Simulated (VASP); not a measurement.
Runs of VASP 6.6.1 on Ir. The structure is that of space group Im-3m (No. 229), or close to it. The cells are those of the table. 

```csv
task,cell,gap on the mesh (eV),pressure (GPa)
single point,"a = 2.650 Å, angles 70.5, 109.5, 70.5°, 1 atom",none,2.3
single point,"a = 2.641 Å, angles 70.5, 109.5, 70.5°, 1 atom",none,6.1
single point,"a = 2.659 Å, angles 70.5, 109.5, 70.5°, 1 atom",none,(a)
relaxation of cell and atoms,"relaxed from a = 2.633 Å, angles 70.5, 109.5, 70.5°, 1 atom",none,0.0
```

Alike in all rows: level LDA; potentials or basis VASP PAW LDA potentials, release 64 (Ir); no spin polarisation; k mesh 10 × 10 × 10; cutoff (eV) 500; smearing fermi-dirac 0.05 eV.

Question: Fill in the values left out.

Answer: (a) -1.3.

Caveats: spin-orbit coupling is left out, which moves the levels of the heavy elements.

A k mesh can miss the band edges, and the runs leave out spin-orbit coupling on Ir.

A gap of «none» marks levels without a gap at the run's occupations.
